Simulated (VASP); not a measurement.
# CuHgF (P4/nmm) in VASP: further runs, part 2 of 2

VASP 6.6.1. The steps go on from the part before.

**3. Single point, LDA**

File INCAR:

```
ALGO     = Normal         # electronic algorithm
EDIFF    = 1E-6           # SCF threshold, eV
ENCUT    = 600            # plane-wave cutoff, eV
GGA_COMPAT= False        
ISIF     = 2              # what is computed and relaxed
ISMEAR   = -4             # smearing method
LASPH    = True           # aspherical terms in the spheres
LCHARG   = False          # write CHGCAR
LREAL    = False          # projectors in reciprocal space
LWAVE    = False          # write WAVECAR
NBANDS   = 39             # bands
NELM     = 120            # most SCF steps
PREC     = Accurate       # precision mode
SIGMA    = 0.1            # smearing width, eV
```

File KPOINTS:

```
k-points
0
Gamma
  5 5 3
```

File POSCAR:

```
CuHgF
1.0
    3.8011020000      0.0000000000      0.0000000000
    0.0000000000      3.8011020000      0.0000000000
    0.0000000000      0.0000000000      6.3088570000
Hg F Cu
2 2 2
Direct
    0.0000000000      0.5000000000      0.2077000000
    0.5000000000      0.0000000000      0.7923000000
    0.0000000000      0.5000000000      0.6524000000
    0.5000000000      0.0000000000      0.3476000000
    0.0000000000      0.0000000000      0.0000000000
    0.5000000000      0.5000000000      0.0000000000
```

Potentials or basis: VASP PAW LDA potentials, release 64 (Hg, F, Cu).

Run with:

```bash
$ cat potpaw_LDA.64/Hg/POTCAR potpaw_LDA.64/F/POTCAR potpaw_LDA.64/Cu/POTCAR > POTCAR
$ mpirun -np 1 vasp_std > vasp.out
```

OUTCAR:

```text
EDIFF = 1E-6
   ENCUT = 600
   ISIF = 2
   ISMEAR = -4
   LASPH = True
   LREAL = False
   NELM = 120
   PREC = Accurate

 ion  position               nearest neighbor table
   1  0.000  0.500  0.208-   5 2.31   6 2.31   5 2.31   6 2.31   3 2.81   4 2.83   4 2.83   4 2.83
                             4 2.83   2 3.75   2 3.75   2 3.75   2 3.75
   2  0.500  0.000  0.792-   5 2.31   6 2.31   6 2.31   5 2.31   4 2.81   3 2.83   3 2.83   3 2.83
                             3 2.83   1 3.75   1 3.75   1 3.75   1 3.75
   3  0.000  0.500  0.652-   1 2.81   2 2.83   2 2.83   2 2.83   2 2.83
   4  0.500  0.000  0.348-   2 2.81   1 2.83   1 2.83   1 2.83   1 2.83
   5  0.000  0.000  0.000-   1 2.31   2 2.31   1 2.31   2 2.31   6 2.69   6 2.69   6 2.69   6 2.69

   6  0.500  0.500  0.000-   1 2.31   2 2.31   2 2.31   1 2.31   5 2.69   5 2.69   5 2.69   5 2.69

  LATTYP: Found a simple tetragonal cell.
 ALAT       =     3.8011020000
 C/A-ratio  =     1.6597442005

  Lattice vectors:

 A1 = (   3.8011020000,   0.0000000000,   0.0000000000)
 A2 = (   0.0000000000,   3.8011020000,   0.0000000000)
 A3 = (   0.0000000000,   0.0000000000,   6.3088570000)

Analysis of symmetry for initial positions (statically):
=====================================================================
 Subroutine PRICEL returns:
 Original cell was already a primitive cell.

 Routine SETGRP: Setting up the symmetry group for a
 simple tetragonal supercell.

 Subroutine GETGRP returns: Found 16 space group operations
 (whereof  8 operations were pure point group operations)
 out of a pool of 16 trial point group operations.

The static configuration has the point symmetry D_2d.
 The point group associated with its full space group is D_4h.

Analysis of symmetry for dynamics (positions and initial velocities):
=====================================================================
 Subroutine PRICEL returns:
 Original cell was already a primitive cell.

[... 127 lines left out ...]
  Fermi-wavevector in a.u.,A,eV,Ry     =   1.424083  2.691127 27.592788  2.028013
  Thomas-Fermi vector in A             =   2.544612
   LORBIT       =      0    0 simple, 1 ext, 2 COOP (PROOUT), +10 PAW based schemes
   GGA     = CA    functional components
   LHFCALC =     F    Hartree Fock is set to
   AEXX    =    0.0000 exact exchange contribution
   IVDW    =     0    specifies the selected vdW correction
   LEPSILON=     F    determine dielectric tensor
   LRPA    =     F    only Hartree local field effects (RPA)
 non-spin polarized calculation
 Fermi weights with tetrahedron method witout Bloechl corrections
  energy-cutoff  :      600.00
  volume of cell :       91.15
 maximum number of plane-waves:      3057
 NGX is ok and might be reduce to    30
   NGX = 15   NGY = 15   NGZ = 25

 number of electron      60.0000008 magnetization

 Free energy of the ion-electron system (eV)
  ---------------------------------------------------
  ext. energy  EPLUGINS =         0.00000000
  ---------------------------------------------------
  free energy    TOTEN  =       -16.66787255 eV

  energy without entropy =      -16.66787255  energy(sigma->0) =      -16.66787255

 E-fermi :   2.2793     XC(G=0): -11.3209

 val. band max:        2.1910555287   @ k =   0.2000   0.2000   0.0000
 cond. band min:       3.0920938959   @ k =   0.4000   0.0000   0.3333
 fundamental gap:      0.9010383672
 Fermi energy:         2.2792616822

 k-point     1 :       0.0000    0.0000    0.0000
  band No.  band energies     occupation
      1     -18.4653      2.00000
      2     -18.3185      2.00000
      3      -6.1996      2.00000
      4      -5.4593      2.00000
      5      -5.1284      2.00000
      6      -5.0833      2.00000
[... 493 lines left out ...]
     38      13.1264      0.00000
     39      15.0884      0.00000

------------------------ aborting loop because EDIFF is reached ----------------------------------------

  FORCE on cell =-STRESS in cart. coord.  units (eV):
  Direction    XX          YY          ZZ          XY          YZ          ZX
  --------------------------------------------------------------------------------------
  -------------------------------------------------------------------------------------
  Total        9.2639468      9.2639468      9.0338433      0.0000000      0.0000000      0.0000000
  in kB      162.8309303    162.8309303    158.7864381      0.0000000      0.0000000      0.0000000
  external PRESSURE =     161.4827662 kB  Pullay stress =       0.0000000 kB

 VOLUME and BASIS-vectors are now :
 -----------------------------------------------------------------------------
  energy-cutoff  :      600.00
  volume of cell :       91.15
      direct lattice vectors                 reciprocal lattice vectors
     3.801102000  0.000000000  0.000000000     0.263081601  0.000000000  0.000000000
     0.000000000  3.801102000  0.000000000     0.000000000  0.263081601  0.000000000
     0.000000000  0.000000000  6.308857000     0.000000000  0.000000000  0.158507318

 POSITION                                       TOTAL-FORCE (eV/Angst)
 -----------------------------------------------------------------------------------
      0.00000      1.90055      1.31035        -0.000000      0.000000      6.435898
      1.90055      0.00000      4.99851         0.000000     -0.000000     -6.435898
      0.00000      1.90055      4.11590        -0.000000     -0.000000     -0.066925
      1.90055      0.00000      2.19296        -0.000000     -0.000000      0.066925
      0.00000      0.00000      0.00000        -0.000000     -0.000000      0.000000
      1.90055      1.90055      0.00000        -0.000000      0.000000      0.000000
 -----------------------------------------------------------------------------------
    total drift:                                0.000000      0.000000     -0.000000

  FREE ENERGIE OF THE ION-ELECTRON SYSTEM (eV)
  ---------------------------------------------------
  free  energy   TOTEN  =       -16.6678725488 eV

  energy  without entropy=      -16.6678725488  energy(sigma->0) =      -16.66787255
```

stdout:

```text
POSCAR found type information on POSCAR HgF Cu
 POSCAR found :  3 types and       6 ions
 scaLAPACK will be used
 LDA part: xc-table for (Slater(with rela. corr.)+CA(PZ))
 , standard interpolation
 POSCAR, INCAR and KPOINTS ok, starting setup
 FFT: planning ... GRIDC
 FFT: planning ... GRID_SOFT
 FFT: planning ... GRID
 WAVECAR not read
 entering main loop
```

Run time: 1.7 min. Hardware: 1 thread of AMD EPYC 7R13, shared host; peak memory 0.17 GiB.

Results:

```yaml
Free_energy: -16.6679 eV
Pressure: 16.1 GPa
Largest_force: 6.436 eV/Å
Band_gap_on_the_k_mesh: 0.90 eV (least direct gap 1.56 eV)
```

Forces in eV/Å, atoms in the order of the input:
```
Hg   0.000  0.000  6.436
Hg   0.000  0.000 -6.436
F    0.000  0.000 -0.067
F    0.000  0.000  0.067
Cu   0.000  0.000  0.000
Cu   0.000  0.000  0.000
```

Caveat: the cell stands under pressure; spin-orbit coupling is left out, which moves the levels of the heavy elements; forces of over 1 eV/Å act on the atoms, so gaps and moduli don't describe the material at rest. A k mesh can miss the band edges.

**4. Single point, LDA**

File INCAR:

```
  PREC = Accurate
  ENCUT = 600
  EDIFF = 1E-6
  ISMEAR = -1
  SIGMA = 0.1
  LREAL = False
  LASPH = True
  NELM = 120
  ALGO = Normal
  ISIF = 2
  LWAVE = False
  LCHARG = False
  NBANDS = 39
  GGA_COMPAT = False
```

File KPOINTS:

```
Automatic mesh
0
Gamma
  5 5 3
  0.5 0.5 0.5
```

POSCAR is that of step 3.

Run with:

```bash
$ cat potpaw_LDA.64/Hg/POTCAR potpaw_LDA.64/F/POTCAR potpaw_LDA.64/Cu/POTCAR > POTCAR
$ mpirun -np 1 vasp_std > vasp.out
```

Wall time 1.8 min (1 thread of AMD EPYC 7R13, shared host); peak memory 0.17 GiB.

Results (log left out):

```yaml
Free_energy: -16.6172 eV
Pressure: 16.3 GPa
Largest_force: 6.493 eV/Å
Band_gap_on_the_k_mesh: 0.75 eV (least direct gap 0.89 eV)
```

Forces on the atoms (eV/Å):
```
Hg   0.000  0.000  6.493
Hg   0.000  0.000 -6.493
F    0.000  0.000 -0.074
F    0.000  0.000  0.074
Cu   0.000  0.000  0.000
Cu   0.000  0.000  0.000
```

Stress tensor (GPa, compression positive):
```
16.39  0.00  0.00
 0.00 16.39  0.00
 0.00  0.00 16.13
```

Levels at points of the mesh, in eV from the valence-band top:
```csv
k point,band 26,band 27,band 28,band 29,band 30,band 31,band 32,band 33,band 34,band 35
"(0.50, 0.50, 0.50)",-1.65,-1.50,-1.50,-0.54,-0.54,1.43,1.43,4.10,4.10,4.17
```

Caveat: the cell stands under pressure; spin-orbit coupling is left out, which moves the levels of the heavy elements; a shifted mesh leaves out Γ, where band edges can lie; forces of over 1 eV/Å act on the atoms, so gaps and moduli don't describe the material at rest. A k mesh can miss the band edges.

**5. Single point, LDA, collinear spin**

File INCAR:

```
SYSTEM = CuHgF
ALGO     = Normal         ! electronic algorithm
EDIFF    = 1E-6           ! SCF threshold, eV
ENCUT    = 600            ! plane-wave cutoff, eV
GGA_COMPAT= .False.      
ISIF     = 2              ! what is computed and relaxed
ISMEAR   = -1             ! smearing method
ISPIN    = 2              ! spin polarisation
LASPH    = .True.         ! aspherical terms in the spheres
LCHARG   = .False.        ! write CHGCAR
LMAXMIX  = 4              ! l up to which the mixer works
LORBIT   = 11             ! projections on sites
LREAL    = .False.        ! projectors in reciprocal space
LWAVE    = .False.        ! write WAVECAR
MAGMOM   = 1 -2 -1 -0.5 2 4 ! initial moments
NBANDS   = 43             ! bands
NELM     = 200            ! most SCF steps
PREC     = Accurate       ! precision mode
SIGMA    = 0.1            ! smearing width, eV
```

File KPOINTS:

```
k-points
0
Gamma
  5 5 3
  0 0 0
```

POSCAR is that of step 4.

Run with:

```bash
$ cat potpaw_LDA.64/Hg/POTCAR potpaw_LDA.64/F/POTCAR potpaw_LDA.64/Cu/POTCAR > POTCAR
$ mpirun -np 1 vasp_std > vasp.out
```

Run time: 6.5 min. Hardware: 1 thread of AMD EPYC 7R13, shared host; peak memory 0.24 GiB.

The run converged. Its results:

| Item | Value |
| --- | --- |
| Free energy | -16.6684 eV |
| Pressure | 16.2 GPa |
| Largest force | 6.436 eV/Å |
| Band gap on the k mesh | 0.90 eV (least direct gap 1.56 eV) |
| Net moment | 0.00 μB per cell |
| Valence electrons inside the program's atomic spheres | Hg 10.69; F 5.96; Cu 10.23 |

Forces on the atoms (eV/Å):
```
Hg   0.000  0.000  6.435
Hg   0.000  0.000 -6.436
F    0.000  0.000 -0.067
F    0.000  0.000  0.067
Cu   0.000  0.000  0.000
Cu   0.000  0.000  0.000
```

Stress tensor (GPa, compression positive):
```
16.31  0.00  0.00
 0.00 16.31  0.00
 0.00  0.00 15.89
```

Levels at points of the mesh, in eV from the valence-band top:
Spin up:
```tsv
k point	band 27	band 28	band 29	band 30	band 31	band 32	band 33	band 34
(0.00, 0.00, 0.00)	-1.75	-1.75	-1.53	-0.12	2.84	4.01	4.01	8.07
```
Spin down:
```csv
k point,band 28,band 29,band 30,band 31,band 32,band 33
"(0.00, 0.00, 0.00)",-1.75,-1.53,-0.12,2.84,4.01,4.01
```

Caveat: the cell stands under pressure; spin-orbit coupling is left out, which moves the levels of the heavy elements; forces of over 1 eV/Å act on the atoms, so gaps and moduli don't describe the material at rest.

**6. Overview**

```csv
spin,k mesh,smearing,gap on the mesh (eV),pressure (GPa),largest force (eV/Å)
off,5 × 5 × 3,fermi-dirac 0.1 eV,0.90,16.1,6.44
off,5 × 5 × 3,tetrahedron,0.90,16.1,6.44
off,"5 × 5 × 3, shifted",fermi-dirac 0.1 eV,0.75,16.3,6.49
collinear,5 × 5 × 3,fermi-dirac 0.1 eV,0.90,16.2,6.44
```

Alike in all rows: task single point; level LDA; potentials or basis VASP PAW LDA potentials, release 64 (Hg, F, Cu); cell as given; cutoff (eV) 600.

Caveats: the cell stands under pressure; spin-orbit coupling is left out, which moves the levels of the heavy elements; forces of over 1 eV/Å act on the atoms, so gaps and moduli don't describe the material at rest; a shifted mesh leaves out Γ, where band edges can lie (at least some runs).

Absolute energies hang on the potentials; compare differences alone.
